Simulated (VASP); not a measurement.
Here is a VASP 6.6.1 calculation.

File INCAR:

```
ALGO     = Normal         # electronic algorithm
DIPOL    = 0.5 0.5 0.490
EDIFF    = 1E-6           # SCF threshold, eV
ENCUT    = 520            # plane-wave cutoff, eV
GGA      = PS             # functional
GGA_COMPAT= False        
IDIPOL   = 3            
ISIF     = 2              # what is computed and relaxed
ISMEAR   = 0              # smearing method
LASPH    = True           # aspherical terms in the spheres
LCHARG   = False          # write CHGCAR
LDIPOL   = True         
LREAL    = False          # projectors in reciprocal space
LWAVE    = False          # write WAVECAR
NBANDS   = 44             # bands
NELM     = 120            # most SCF steps
NELMDL   = -8           
PREC     = Accurate       # precision mode
SIGMA    = 0.1            # smearing width, eV
```

KPOINTS

```
k-points
0
Gamma
  10 10 1
```

File POSCAR:

```
Al3Ni3F
1.0
    2.8621655562      0.0000000000      0.0000000000
    0.0000000000      2.8621655562      0.0000000000
    0.0000000000      0.0000000000     26.1554138905
Ni Al F
3 3 1
Direct
    0.5000000000      0.5000000000      0.3249805198
    0.5000000000      0.5000000000      0.4344097021
    0.5000000000      0.5000000000      0.5422209737
    0.0000000000      0.0000000000      0.3796951109
    0.0000000000      0.0000000000      0.4880142811
    0.0000000000      0.0000000000      0.5973698232
    0.0000000000      0.0000000000      0.6598705651
```

Potentials or basis: VASP PAW PBE potentials, release 64 (Ni_sv_GW, Al, F).

Command:

```bash
$ cat potpaw_PBE.64/Ni_sv_GW/POTCAR potpaw_PBE.64/Al/POTCAR potpaw_PBE.64/F/POTCAR > POTCAR
$ mpirun -np 1 vasp_std > vasp.out
```

(1) Predict the band gap on the k mesh.

(2) What does it give for the largest force?

## Answers

(1) zero (bands 35 and 36 overlap by 1.27 eV).

(2) 1.082 eV/Å.

Caveat: the PAW data sets were made with another functional, which shifts forces and pressure a little; the run has no spin polarisation, though such a crystal can be magnetic.
